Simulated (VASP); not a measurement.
Set up this calculation in VASP 6.6.1, as the native input.

| Item | Value |
| --- | --- |
| Task | single point |
| Functional | PBEsol |
| Potentials or basis | VASP PAW PBE potentials, release 64 (Cu) |
| Cutoff | 520 eV |
| k mesh | 24 × 24 × 12 |
| Occupations | gaussian, width 0.15 eV |
| Spin | no spin polarisation |
| Dipole correction | no |
| Further INCAR settings | ALGO = Fast; EDIFF = 1e-06; NBANDS = 18 |

The structure of Cu lies in POSCAR:

```
Cu
1.0
    2.6354605366      0.0000000000      0.0000000000
   -1.3177302683      2.2823757754      0.0000000000
    0.0000000000      0.0000000000      4.4415766800
Cu
2
Direct
    0.3333333333      0.6666666667      0.2500000000
    0.6666666667      0.3333333333      0.7500000000
```

This isn't the form of Cu at room conditions, which is fcc.

This cell differs from its parent crystal: strain +0.040 along x and y, +0.080 along z.

The input as run:

INCAR

```
SYSTEM = Cu
PREC = Accurate
ENCUT = 520
EDIFF = 1E-6
ISMEAR = 0
SIGMA = 0.15
LREAL = .FALSE.
LASPH = .TRUE.
NELM = 100
ALGO = Fast
ISIF = 2
LWAVE = .FALSE.
LCHARG = .FALSE.
GGA = PS
NBANDS = 18
```

KPOINTS

```
Automatic mesh
0
G
  24 24 12
  0 0 0
```

Potentials or basis: VASP PAW PBE potentials, release 64 (Cu).

The run is started by

```console
$ cat potpaw_PBE.64/Cu/POTCAR > POTCAR
$ mpirun -np 1 vasp_std > vasp.out
```

It gave:

| Item | Value |
| --- | --- |
| Pressure | -17.6 GPa |
| Band gap on the k mesh | zero (bands 11 and 12 overlap by 5.68 eV) |

Caveat: the cell differs from its parent crystal (strain +0.040 along x and y, +0.080 along z); the cell stands under tension; the PAW data sets were made with another functional, which shifts forces and pressure a little.

It took 110 s on 1 thread of Intel(R) Xeon(R) 6975P-C (Granite Rapids), with other jobs on the host, peak memory 0.28 GiB.
